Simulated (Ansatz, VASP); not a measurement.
**Two plane-wave programs on Al**

```
Al
1.0
     0.00000    2.07458    1.92278
     2.07458    0.00000    1.92278
     2.07458    2.07458    0.00000
Al
1
Direct
  0.00000 0.00000 0.00000
```

Change from the starting cell: strain +0.025 along x and y, -0.050 along z, atoms carried along.

Alike in both runs: task single point; functional LDA; k mesh 20 × 20 × 20; occupations gaussian, width 0.15 eV; no spin polarisation.

|  | VASP | Ansatz |
| --- | --- | --- |
| version | VASP 6.6.1 | Ansatz 0.2.0 |
| potentials or method | VASP PAW LDA potentials, release 64 (Al), cutoff 520 eV | scalar-relativistic, plane waves, PAW |
| valence electrons in the cell | 3 | 3 |

|  | VASP | Ansatz | Ansatz less VASP |
| --- | --- | --- | --- |
| gap on the k mesh at the Fermi level (eV) | none | none | - |
| pressure (GPa) | -3.1 | -3.2 | -0.05 |
| traceless stress, the component that is largest in VASP (GPa) | 2.08 | 2.07 | -0.017 |

LDA's correlation is that of Perdew and Zunger in VASP and of Perdew and Wang (1992) in Ansatz. A gap of «none» marks a metal or a gap that the smearing closes.
